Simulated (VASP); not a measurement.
# VO2 (P4_2/mnm) in VASP: a series of runs, part 3 of 3

VASP 6.6.1.

## 5. Single point, PBE, collinear spin, ferromagnetic start

This run uses another cell than the first one, of 10.72 Å³/atom.

File INCAR:

```
ALGO = Normal ; EDIFF = 1E-6
ENCUT = 600 ; GGA = PE
GGA_COMPAT = F ; ISIF = 2
ISMEAR = -1 ; ISPIN = 2
LASPH = T ; LCHARG = F
LMAXMIX = 4 ; LORBIT = 11
LREAL = F ; LWAVE = F
MAGMOM = 2 2 0 0 0 0 ; NBANDS = 38
NELM = 200 ; PREC = Accurate
SIGMA = 0.05
```

File KPOINTS:

```
k-points
0
Gamma
  6 6 9
```

File POSCAR:

```
VO2
1.0
    4.5665141372      0.0000000000      0.0000000000
    0.0000000000      4.5665141372      0.0000000000
    0.0000000000      0.0000000000      3.0845131470
V O
2 4
Direct
    0.5000000000      0.5000000000      0.5000000000
    0.0000000000      0.0000000000      0.0000000000
    0.2003580000      0.7996420000      0.5000000000
    0.7996420000      0.2003580000      0.5000000000
    0.7003580000      0.7003580000      0.0000000000
    0.2996420000      0.2996420000      0.0000000000
```

Potentials or basis: VASP PAW PBE potentials, release 64 (V_sv, O).

Started as:

```console
> cat potpaw_PBE.64/V_sv/POTCAR potpaw_PBE.64/O/POTCAR > POTCAR
> mpirun -np 1 vasp_std > vasp.out
```

OUTCAR:

```text
EDIFF = 1E-6
   ENCUT = 600
   GGA = PE
   ISIF = 2
   ISMEAR = -1
   ISPIN = 2
   LASPH = T
   LORBIT = 11
   LREAL = F
   NELM = 200
   PREC = Accurate

 ion  position               nearest neighbor table
   1  0.500  0.500  0.500-   3 1.94   4 1.94   5 2.01   6 2.01   5 2.01   6 2.01
   2  0.000  0.000  0.000-   5 1.94   6 1.94   3 2.01   4 2.01   3 2.01   4 2.01
   3  0.200  0.800  0.500-   1 1.94   2 2.01   2 2.01
   4  0.800  0.200  0.500-   1 1.94   2 2.01   2 2.01
   5  0.700  0.700  0.000-   2 1.94   1 2.01   1 2.01
   6  0.300  0.300  0.000-   2 1.94   1 2.01   1 2.01

  LATTYP: Found a simple tetragonal cell.
 ALAT       =     4.5665141372
 C/A-ratio  =     0.6754633960

  Lattice vectors:

 A1 = (   4.5665141372,   0.0000000000,   0.0000000000)
 A2 = (   0.0000000000,   4.5665141372,   0.0000000000)
 A3 = (   0.0000000000,   0.0000000000,   3.0845131470)

Analysis of symmetry for initial positions (statically):
=====================================================================
 Subroutine PRICEL returns:
 Original cell was already a primitive cell.

 Routine SETGRP: Setting up the symmetry group for a
 simple tetragonal supercell.

 Subroutine GETGRP returns: Found 16 space group operations
 (whereof  8 operations were pure point group operations)
 out of a pool of 16 trial point group operations.

The static configuration has the point symmetry D_2h.
 The point group associated with its full space group is D_4h.

Analysis of symmetry for dynamics (positions and initial velocities):
=====================================================================
 Subroutine PRICEL returns:
 Original cell was already a primitive cell.

 Routine SETGRP: Setting up the symmetry group for a
 simple tetragonal supercell.

 Subroutine GETGRP returns: Found 16 space group operations
 (whereof  8 operations were pure point group operations)
 out of a pool of 16 trial point group operations.

The dynamic configuration has the point symmetry D_2h.
 The point group associated with its full space group is D_4h.

Analysis of structural, dynamic, and magnetic symmetry:
=====================================================================
 Subroutine PRICEL returns:
 Original cell was already a primitive cell.

 Routine SETGRP: Setting up the symmetry group for a
 simple tetragonal supercell.

 Subroutine GETGRP returns: Found 16 space group operations
 (whereof  8 operations were pure point group operations)
 out of a pool of 16 trial point group operations.

The overall configuration has the point symmetry D_2h.
 The point group associated with its full space group is D_4h.

 Subroutine INISYM returns: Found 16 space group operations
 (whereof  8 operations are pure point group operations),
 and found     1 'primitive' translations

----------------------------------------------------------------------------------------

                                     Primitive cell

  volume of cell :      64.3215

  direct lattice vectors                    reciprocal lattice vectors
     4.566514137  0.000000000  0.000000000     0.218985416  0.000000000  0.000000000
     0.000000000  4.566514137  0.000000000     0.000000000  0.218985416  0.000000000
     0.000000000  0.000000000  3.084513147     0.000000000  0.000000000  0.324200272
[... 90 lines left out ...]
   ENCUT  =  600.0 eV  44.10 Ry    6.64 a.u.   9.12  9.12  6.16*2*pi/ulx,y,z
   NELM   =    200;   NELMIN=  2; NELMDL= -5     # of ELM steps
   EDIFF  = 0.1E-05   stopping-criterion for ELM
   LREAL  =      F    real-space projection
[... 7 lines left out ...]
   TEBEG  =    0.0;   TEEND  =   0.0 temperature during run
   PSTRESS=    0.0 pullay stress
   NELECT =      50.0000    total number of electrons
   NUPDOWN=      -1.0000    fix difference up-down
   EMIN   =  10.00;   EMAX   =-10.00  energy-range for DOS
   EFERMI =   0.00;   METHOD = LEGACY
   ISMEAR =    -1;   SIGMA  =   0.05  broadening in eV -4-tet -1-fermi 0-gaus
   EFERMI_NEDOS =   21; number of points for ismear=-14 and -15
   IALGO  =     38    algorithm
   IMIX   =      4    mixing-type and parameters
     AMIX     =   0.40;   BMIX     =  1.00
     AMIX_MAG =   1.60;   BMIX_MAG =  1.00
  volume/ion in A,a.u.               =      10.72        72.34
  Fermi-wavevector in a.u.,A,eV,Ry     =   1.505264  2.844537 30.828360  2.265821
  Thomas-Fermi vector in A             =   2.616136
   LORBIT       =     11    0 simple, 1 ext, 2 COOP (PROOUT), +10 PAW based schemes
   GGA     = PE    functional components
   LHFCALC =     F    Hartree Fock is set to
   AEXX    =    0.0000 exact exchange contribution
   IVDW    =     0    specifies the selected vdW correction
   LEPSILON=     F    determine dielectric tensor
   LRPA    =     F    only Hartree local field effects (RPA)
 spin polarized calculation
  energy-cutoff  :      600.00
  volume of cell :       64.32
 maximum number of plane-waves:      2162
   NGX = 19   NGY = 19   NGZ = 13

 number of electron      49.9999976 magnetization       1.9998775

 Free energy of the ion-electron system (eV)
  ---------------------------------------------------
  ext. energy  EPLUGINS =         0.00000000
  ---------------------------------------------------
  free energy    TOTEN  =       -51.52115068 eV

  energy without entropy =      -51.47285308  energy(sigma->0) =      -51.49700188

 E-fermi :   5.1114     XC(G=0): -11.3249

 val. band max:        5.1059074863   @ k =   0.1667   0.1667   0.4444
 cond. band min:       5.1119862892   @ k =   0.5000   0.3333   0.1111
 fundamental gap:      0.0060788029
 Fermi energy:         5.1113823919

 spin component 1

 k-point     1 :       0.0000    0.0000    0.0000
  band No.  band energies     occupation
      1     -60.8728      1.00000
      2     -60.8660      1.00000
      3     -34.6738      1.00000
      4     -34.6738      1.00000
      5     -34.6304      1.00000
      6     -34.6133      1.00000
[... 949 lines left out ...]
     36      14.8332      0.00000
     37      17.8853      0.00000

 [... further k-points ...]

 spin component 2

 k-point     1 :       0.0000    0.0000    0.0000
  band No.  band energies     occupation
      1     -59.7024      1.00000
      2     -59.6952      1.00000
      3     -33.6305      1.00000
      4     -33.6305      1.00000
      5     -33.4405      1.00000
      6     -33.4217      1.00000
[... 949 lines left out ...]
     36      14.9562      0.00000
     37      18.2168      0.00000

 [... further k-points ...]

 [bands above 37 left out]

------------------------ aborting loop because EDIFF is reached ----------------------------------------

  FORCE on cell =-STRESS in cart. coord.  units (eV):
  Direction    XX          YY          ZZ          XY          YZ          ZX
  --------------------------------------------------------------------------------------
  -------------------------------------------------------------------------------------
  Total       -4.1381135     -4.1381135    -10.6529428      0.0000000      0.0000000      0.0000000
  in kB     -103.0758061   -103.0758061   -265.3529621      0.0000000      0.0000000      0.0000000
  external PRESSURE =    -157.1681914 kB  Pullay stress =       0.0000000 kB

 VOLUME and BASIS-vectors are now :
 -----------------------------------------------------------------------------
  energy-cutoff  :      600.00
  volume of cell :       64.32
      direct lattice vectors                 reciprocal lattice vectors
     4.566514137  0.000000000  0.000000000     0.218985416  0.000000000  0.000000000
     0.000000000  4.566514137  0.000000000     0.000000000  0.218985416  0.000000000
     0.000000000  0.000000000  3.084513147     0.000000000  0.000000000  0.324200272

 POSITION                                       TOTAL-FORCE (eV/Angst)
 -----------------------------------------------------------------------------------
      2.28326      2.28326      1.54226        -0.000000     -0.000000      0.000000
      0.00000      0.00000      0.00000        -0.000000     -0.000000      0.000000
      0.91494      3.65158      1.54226        -0.177523      0.177523     -0.000000
      3.65158      0.91494      1.54226         0.177523     -0.177523      0.000000
      3.19819      3.19819      0.00000        -0.177523     -0.177523      0.000000
      1.36832      1.36832      0.00000         0.177523      0.177523     -0.000000
 -----------------------------------------------------------------------------------
    total drift:                                0.000000      0.000000      0.000000

  FREE ENERGIE OF THE ION-ELECTRON SYSTEM (eV)
  ---------------------------------------------------
  free  energy   TOTEN  =       -51.5211506776 eV

  energy  without entropy=      -51.4728530814  energy(sigma->0) =      -51.49700188

 total charge

# of ion       s       p       d       tot
------------------------------------------
    1        2.254   6.272   2.788  11.314
    2        2.254   6.272   2.788  11.314
    3        1.566   3.433   0.000   4.999
    4        1.566   3.433   0.000   4.999
    5        1.566   3.433   0.000   4.999
    6        1.566   3.433   0.000   4.999
--------------------------------------------------
tot         10.771  26.278   5.577  42.625

 magnetization (x)

# of ion       s       p       d       tot
------------------------------------------
    1        0.015   0.011   1.078   1.104
    2        0.015   0.011   1.078   1.104
    3       -0.002  -0.076   0.000  -0.078
    4       -0.002  -0.076   0.000  -0.078
    5       -0.002  -0.076   0.000  -0.078
    6       -0.002  -0.076   0.000  -0.078
--------------------------------------------------
tot          0.021  -0.281   2.156   1.897
```

Run time: 7 min. Hardware: 1 thread of Oxide Virtual Turin-like, shared host; peak memory 0.31 GiB.

Results:

* Free energy: -51.5212 eV
* Pressure: -15.7 GPa
* Largest force: 0.251 eV/Å
* Band gap on the k mesh: zero (filled and empty bands overlap)
* Net moment: 2.00 μB per cell
* Site moments: V +1.10; O -0.08 μB
* Valence electrons inside the program's atomic spheres: V 11.31; O 5.00

Forces on the atoms (eV/Å):
```
V    0.000  0.000  0.000
V    0.000  0.000  0.000
O   -0.178  0.178  0.000
O    0.178 -0.178  0.000
O   -0.178 -0.178  0.000
O    0.178  0.178  0.000
```

Levels at points of the mesh, in eV from the Fermi level:
Spin up:
```tsv
k point	band 22	band 23	band 24	band 25	band 26	band 27	band 28	band 29	band 30	band 31
(0.00, 0.00, 0.00)	-1.40	-1.40	-0.90	-0.74	-0.47	-0.30	-0.29	-0.29	1.71	1.82
(0.50, 0.00, 0.00)	-3.12	-1.63	-1.63	-0.15	-0.15	0.39	0.39	0.91	0.91	3.33
(0.50, 0.50, 0.00)	-2.60	-2.22	-2.22	-0.69	-0.69	-0.26	-0.26	1.29	1.29	3.06
```
Spin down:
| k point | band 20 | band 21 | band 22 | band 23 | band 24 | band 25 | band 26 | band 27 | band 28 | band 29 |
| --- | --- | --- | --- | --- | --- | --- | --- | --- | --- | --- |
| (0.00, 0.00, 0.00) | -3.49 | -1.94 | -1.55 | -1.55 | -1.11 | 0.74 | 0.84 | 0.84 | 0.90 | 0.90 |
| (0.50, 0.00, 0.00) | -4.11 | -3.03 | -3.03 | -1.80 | -1.80 | 1.25 | 1.25 | 1.50 | 1.50 | 1.84 |
| (0.50, 0.50, 0.00) | -3.07 | -2.68 | -2.68 | -2.31 | -2.31 | 0.72 | 0.72 | 0.93 | 0.93 | 2.09 |

Caveat: the stress differs along the axes, from -27 to -10 GPa; semilocal functionals often make such compounds metallic where correlation or magnetic order opens a gap, which also shifts bond lengths.

## 6. Single point, PBE, collinear spin, ferromagnetic start

This run uses another cell than the first one, of 10.93 Å³/atom.

File INCAR:

```
PREC     = Accurate       # precision mode
ENCUT    = 600            # plane-wave cutoff, eV
EDIFF    = 1E-6           # SCF threshold, eV
ISMEAR   = -1             # smearing method
SIGMA    = 0.05           # smearing width, eV
LREAL    = F              # projectors in reciprocal space
LASPH    = T              # aspherical terms in the spheres
NELM     = 200            # most SCF steps
ALGO     = Normal         # electronic algorithm
ISIF     = 2              # what is computed and relaxed
LWAVE    = F              # write WAVECAR
LCHARG   = F              # write CHGCAR
ISPIN    = 2              # spin polarisation
MAGMOM   = 2 2 0 0 0 0    # initial moments
LORBIT   = 11             # projections on sites
LMAXMIX  = 4              # l up to which the mixer works
GGA      = PE             # functional
NBANDS   = 38             # bands
GGA_COMPAT= F
```

File KPOINTS:

```
Automatic mesh
0
Gamma
  6 6 9
```

POSCAR, as its differences from that of step 5:

```diff
@@ -2,5 +2,5 @@
 1.0
-    4.5665141372      0.0000000000      0.0000000000
-    0.0000000000      4.5665141372      0.0000000000
-    0.0000000000      0.0000000000      3.0845131470
+    4.5956009987      0.0000000000      0.0000000000
+    0.0000000000      4.5956009987      0.0000000000
+    0.0000000000      0.0000000000      3.1041602572
 V O
```

Potentials or basis: VASP PAW PBE potentials, release 64 (V_sv, O).

Started as:

```console
> cat potpaw_PBE.64/V_sv/POTCAR potpaw_PBE.64/O/POTCAR > POTCAR
> mpirun -np 1 vasp_std > vasp.out
```

OUTCAR:

```text
PREC = Accurate
   ENCUT = 600
   EDIFF = 1E-6
   ISMEAR = -1
   LREAL = F
   LASPH = T
   NELM = 200
   ISIF = 2
   ISPIN = 2
   LORBIT = 11
   GGA = PE

 ion  position               nearest neighbor table
   1  0.500  0.500  0.500-   3 1.95   4 1.95   5 2.03   6 2.03   5 2.03   6 2.03
   2  0.000  0.000  0.000-   5 1.95   6 1.95   3 2.03   4 2.03   3 2.03   4 2.03
   3  0.200  0.800  0.500-   1 1.95   2 2.03   2 2.03
   4  0.800  0.200  0.500-   1 1.95   2 2.03   2 2.03
   5  0.700  0.700  0.000-   2 1.95   1 2.03   1 2.03
   6  0.300  0.300  0.000-   2 1.95   1 2.03   1 2.03

  LATTYP: Found a simple tetragonal cell.
 ALAT       =     4.5956009987
 C/A-ratio  =     0.6754633960

[... 2163 lines left out ...]
      2.29780      2.29780      1.55208         0.000000      0.000000      0.000000
      0.00000      0.00000      0.00000         0.000000      0.000000      0.000000
      0.92077      3.67484      1.55208        -0.180282      0.180282      0.000000
      3.67484      0.92077      1.55208         0.180282     -0.180282     -0.000000
      3.21857      3.21857      0.00000        -0.180282     -0.180282     -0.000000
      1.37704      1.37704      0.00000         0.180282      0.180282      0.000000
 -----------------------------------------------------------------------------------
    total drift:                                0.000000     -0.000000     -0.000000

  FREE ENERGIE OF THE ION-ELECTRON SYSTEM (eV)
  ---------------------------------------------------
  free  energy   TOTEN  =       -51.3923890025 eV

  energy  without entropy=      -51.3424599564  energy(sigma->0) =      -51.36742448

 total charge

# of ion       s       p       d       tot
------------------------------------------
    1        2.248   6.260   2.769  11.278
    2        2.248   6.260   2.769  11.278
    3        1.565   3.423   0.000   4.989
    4        1.565   3.423   0.000   4.989
    5        1.565   3.423   0.000   4.989
    6        1.565   3.423   0.000   4.989
--------------------------------------------------
tot         10.757  26.214   5.539  42.509

 magnetization (x)

# of ion       s       p       d       tot
------------------------------------------
    1        0.015   0.011   1.089   1.114
    2        0.015   0.011   1.089   1.114
    3       -0.002  -0.081   0.000  -0.083
    4       -0.002  -0.081   0.000  -0.083
    5       -0.002  -0.081   0.000  -0.083
    6       -0.002  -0.081   0.000  -0.083
--------------------------------------------------
tot          0.021  -0.300   2.177   1.898
```

Wall time 9.3 min (1 thread of Oxide Virtual Turin-like, shared host); peak memory 0.34 GiB.

Results:

```
Free energy                                           : -51.3924 eV
Pressure                                              : -18.7 GPa
Largest force                                         : 0.255 eV/Å
Band gap on the k mesh                                : zero (filled and empty bands overlap)
Net moment                                            : 2.00 μB per cell
Site moments                                          : V +1.11; O -0.08 μB
Valence electrons inside the program's atomic spheres : V 11.28; O 4.99
```

Forces in eV/Å, atoms in the order of the input:
```
V    0.000  0.000  0.000
V    0.000  0.000  0.000
O   -0.180  0.180  0.000
O    0.180 -0.180  0.000
O   -0.180 -0.180  0.000
O    0.180  0.180  0.000
```

Stress tensor (GPa, compression positive):
```
-13.53   0.00   0.00
  0.00 -13.53   0.00
  0.00   0.00 -29.13
```

Levels at points of the mesh, in eV from the Fermi level:
Spin up:
| k point | band 24 | band 25 | band 26 | band 27 | band 28 | band 29 |
| --- | --- | --- | --- | --- | --- | --- |
| (0.00, 0.00, 0.00) | -0.84 | -0.72 | -0.46 | -0.29 | -0.27 | -0.27 |
| (0.50, 0.00, 0.00) | -1.56 | -0.15 | -0.15 | 0.38 | 0.38 | 0.90 |
| (0.50, 0.50, 0.00) | -2.15 | -0.67 | -0.67 | -0.24 | -0.24 | 1.27 |
Spin down:
```tsv
k point	band 21	band 22	band 23	band 24	band 25	band 26	band 27	band 28
(0.00, 0.00, 0.00)	-1.88	-1.50	-1.50	-1.06	0.79	0.86	0.88	0.92
(0.50, 0.00, 0.00)	-2.94	-2.94	-1.73	-1.73	1.28	1.28	1.49	1.49
(0.50, 0.50, 0.00)	-2.61	-2.61	-2.25	-2.25	0.76	0.76	0.95	0.95
```

Caveat: the stress differs along the axes, from -29 to -14 GPa; semilocal functionals often make such compounds metallic where correlation or magnetic order opens a gap, which also shifts bond lengths.

## 7. Summary

```csv
level,cell,smearing,gap on the mesh (eV),pressure (GPa),moment (μB),largest force (eV/Å)
BLYP,"a = 4.477, b = 4.477, c = 3.024 Å, 6 atoms",fermi-dirac 0.05 eV,none,2.5,2.00,0.21
BLYP,"a = 4.507, b = 4.507, c = 3.044 Å, 6 atoms",fermi-dirac 0.05 eV,none,-2.0,2.00,0.22
PBE,"a = 4.507, b = 4.507, c = 3.044 Å, 6 atoms",gaussian 0.012 eV,none,-8.7,2.00,0.20
PBE,"a = 4.567, b = 4.567, c = 3.085 Å, 6 atoms",fermi-dirac 0.05 eV,none,-15.7,2.00,0.25
PBE,"a = 4.596, b = 4.596, c = 3.104 Å, 6 atoms",fermi-dirac 0.05 eV,none,-18.7,2.00,0.25
```

Alike in all rows: task single point; potentials or basis VASP PAW PBE potentials, release 64 (V_sv, O); spin collinear, ferromagnetic start; k mesh 6 × 6 × 9; cutoff (eV) 600.

Caveats: semilocal functionals often make such compounds metallic where correlation or magnetic order opens a gap, which also shifts bond lengths; the PAW data sets were made with another functional, which shifts forces and pressure a little (at least some runs); the stress differs along the axes, from -9 to 8 GPa (at least some runs); the stress differs along the axes, from -13 to 3 GPa (at least some runs); the stress differs along the axes, from -22 to -2 GPa (at least some runs); the stress differs along the axes, from -27 to -10 GPa (at least some runs); the stress differs along the axes, from -29 to -14 GPa (at least some runs).

Total energies depend on the potentials used, so only differences within one code and one set of settings carry meaning.
